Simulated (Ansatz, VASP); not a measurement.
**Two plane-wave programs on Au**

```
Au
1.0
     0.00000    2.08564    2.08564
     2.08564    0.00000    2.08564
     2.08564    2.08564    0.00000
Au
1
Direct
  0.00000 0.00000 0.00000
```

Alike in both runs: task single point; functional PBEsol; k mesh 8 × 8 × 8; occupations gaussian, width 0.1 eV; no spin polarisation.

|  | VASP | Ansatz |
| --- | --- | --- |
| version | VASP 6.6.1 | Ansatz 0.2.0 |
| potentials or method | VASP PAW PBE potentials, release 64 (Au), cutoff 500 eV | scalar-relativistic, plane waves, PAW |
| valence electrons in the cell | 11 | 19 |

```tsv
	VASP	Ansatz	Ansatz less VASP
gap on the k mesh at the Fermi level (eV)	none	none	-
pressure (GPa)	-8.8	-8.6	+0.23
```

VASP's potentials were made for PBE, not for PBEsol. A gap of «none» marks a metal or a gap that the smearing closes. VASP's potentials hold 11 valence electrons a cell and Ansatz's 19, so a difference there can come from the potentials and not from the codes.

Neither program's run includes spin-orbit coupling.
